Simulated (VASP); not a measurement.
BiTe: single point with PBE

BiTe:

```
CELL_PARAMETERS angstrom
2.42271 1.39875 3.31729
-2.42271 1.39875 3.31729
0.00000 -2.79750 3.31729
ATOMIC_POSITIONS crystal
Bi 0.50000 0.50000 0.50000
Te 0.01537 0.01537 0.98463
```

This cell differs from its parent crystal: all Te atoms moved -0.100 Å, as atom 2 towards its neighbour atom 1 (Bi) at 3.252 Å.

```
Program             : VASP 6.6.1
Task                : single point
Functional          : PBE
Potentials or basis : VASP PAW PBE potentials, release 64 (Bi_d, Te)
Cutoff              : 520 eV
k mesh              : 12 × 12 × 12
Occupations         : gaussian, width 0.15 eV
Spin                : no spin polarisation
```

The pressure is 0.1 GPa. The largest force is 0.205 eV/Å.

Forces in eV/Å, atoms in the order of the input:
```
Bi   0.000  0.194  0.064
Te   0.000 -0.194 -0.064
```

Stress tensor (GPa, compression positive):
```
0.00 0.00 0.00
0.00 0.23 0.11
0.00 0.11 0.02
```

Levels at points of the mesh, in eV from the Fermi level:
| k point | band 8 | band 9 | band 10 | band 11 | band 12 | band 13 |
| --- | --- | --- | --- | --- | --- | --- |
| (0.00, 0.00, 0.00) | -2.95 | -2.92 | -1.64 | 1.84 | 2.41 | 2.48 |
| (0.50, 0.00, 0.00) | -1.95 | -1.87 | -1.11 | -0.89 | -0.54 | 0.30 |
| (0.00, 0.00, 0.50) | -1.88 | -1.87 | -1.17 | -0.90 | -0.62 | 0.36 |
| (0.50, 0.50, 0.00) | -5.60 | -4.50 | -3.32 | 2.40 | 3.05 | 3.57 |
| (0.50, 0.00, 0.50) | -5.62 | -4.50 | -3.32 | 2.26 | 3.13 | 3.64 |
| (0.50, 0.50, 0.50) | -2.47 | -2.39 | -2.29 | -1.54 | -1.26 | -1.18 |

Wall time 3.4 min on 1 thread of Intel Xeon 6975P-C (shared host), peak memory 0.64 GiB.

Caveat: the cell differs from its parent crystal (all Te atoms moved -0.100 Å, as atom 2 towards its neighbour atom 1 (Bi) at 3.252 Å); spin-orbit coupling is left out, which moves the levels of the heavy elements.
